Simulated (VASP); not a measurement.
Write the native input for VASP 6.6.1 that does the following.

```
Task                   : single point
Functional             : PBE
Potentials or basis    : VASP PAW PBE potentials, release 64 (Al, N)
Cutoff                 : 520 eV
k mesh                 : 12 × 12 × 6
Occupations            : gaussian, width 0.05 eV
Spin                   : no spin polarisation
Dipole correction      : no
Further INCAR settings : ALGO = Normal; EDIFF = 1e-06; NBANDS = 16
```

The structure of AlN lies in POSCAR:

```
AlN
1.0
    2.9893787826      0.0000000000      0.0000000000
   -1.4946893913      2.8328559955      0.0000000000
    0.0000000000      0.0000000000      5.0179796548
Al N
2 2
Direct
    0.3333333333      0.6666666667      0.0017287175
    0.6666666667      0.3333333333      0.5017287175
    0.3333333333      0.6666666667      0.3832712825
    0.6666666667      0.3333333333      0.8832712825
```

This cell differs from its parent crystal: strain -0.0450 x Voigt [1, -1, 0, 0, 0, 0].

These files were run (other wordings do the same):

INCAR

```
PREC = Accurate ; ENCUT = 520
EDIFF = 1E-6 ; ISMEAR = 0
SIGMA = 0.05 ; LREAL = F
LASPH = T ; NELM = 60
ALGO = Normal ; ISIF = 2
LWAVE = F ; LCHARG = F
GGA = PE ; NBANDS = 16
```

KPOINTS

```
Automatic mesh
0
Gamma
  12 12 6
```

Potentials or basis: VASP PAW PBE potentials, release 64 (Al, N).

Run with:

```bash
$ cat potpaw_PBE.64/Al/POTCAR potpaw_PBE.64/N/POTCAR > POTCAR
$ mpirun -np 1 vasp_std > vasp.out
```

Results of the run:

- Pressure: 1.0 GPa
- Largest force: 0.764 eV/Å
- Band gap on the k mesh: 3.88 eV, direct

Caveat: the cell differs from its parent crystal (strain -0.0450 x Voigt [1, -1, 0, 0, 0, 0]).

Wall time 29 s on 1 thread of Intel(R) Xeon(R) 6975P-C (Granite Rapids) (shared host), peak memory 0.22 GiB.
